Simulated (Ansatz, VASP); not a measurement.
## BN: VASP beside Ansatz

```xyz
2
Lattice="0.0000 1.8075 1.7894 1.8075 0.0000 1.7894 1.8075 1.8075 0.0000" Properties=species:S:1:pos:R:3 pbc="T T T"
B     0.0000    0.0000    0.0000
N     2.7113    2.7113    2.6841
```

Change from the starting cell: zz strain of -1 %, crystal datasets.

Alike in both runs: task electric field gradients; functional PBEsol; k mesh 13 × 13 × 13; occupations fermi-dirac, width 0.03 eV; no spin polarisation.

|  | VASP | Ansatz |
| --- | --- | --- |
| version | VASP 6.6.1 | Ansatz 0.2.0 |
| potentials or method | VASP PAW PBE potentials, release 64 (B, N), cutoff 520 eV | all-electron PAW with datasets made for the crystal, scalar-relativistic |

```tsv
	VASP	Ansatz	Ansatz less VASP
gap on the k mesh at the Fermi level (eV)	4.18	4.19	+0.009
pressure (GPa)	1.5	0.9	-0.61
traceless stress, the component that is largest in VASP (GPa)	4.04	4.05	+0.008
size of Vzz on the site where it differs most (V/Å²)	0.4	0.3	-0.08
```

VASP's potentials were made for PBE, not for PBEsol. Ansatz ran all-electron here, and VASP with PAW potentials.
